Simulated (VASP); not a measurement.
A run of VASP 6.6.1:

Contents of INCAR:

```
SYSTEM = Ti
AGGAC = 1.0 ; AGGAX = 1.0
ALDAC = 0.0 ; ALDAX = 1.0
ALGO = Normal ; EDIFF = 1E-7
ENCUT = 520 ; GGA = B5
ISIF = 2 ; ISMEAR = -1
LASPH = .TRUE. ; LCHARG = .FALSE.
LREAL = .FALSE. ; LWAVE = .FALSE.
NBANDS = 32 ; NELM = 60
PREC = Accurate ; SIGMA = 0.1
```

The input KPOINTS:

```
k-points
0
G
  14 14 4
  0 0 0
```

The input POSCAR:

```
Ti
1.0
    2.8330187753      0.0000000000      0.0000000000
   -1.4165093876      2.4534662289      0.0000000000
    0.0000000000      0.0000000000      9.0646185321
Ti
4
Direct
    1.0000000000      0.0000000000      0.0000000000
    1.0000000000      1.0000000000      0.5000000000
    0.3333333333      0.6666666667      0.2500000000
    0.6666666667      0.3333333333      0.7500000000
```

Potentials or basis: VASP PAW PBE potentials, release 64 (Ti_sv).

Run with:

```console
$ cat potpaw_PBE.64/Ti_sv/POTCAR > POTCAR
$ mpirun -np 1 vasp_std > vasp.out
```

Hardware: 1 thread of Intel(R) Xeon(R) 6975P-C (Granite Rapids) (shared host).

Question: How long does it take, and how much memory?

Answer: Wall time 91 s on 1 thread of Intel(R) Xeon(R) 6975P-C (Granite Rapids), with other jobs on the host, peak memory 0.24 GiB. Counts: scf iterations 19, k points 72.
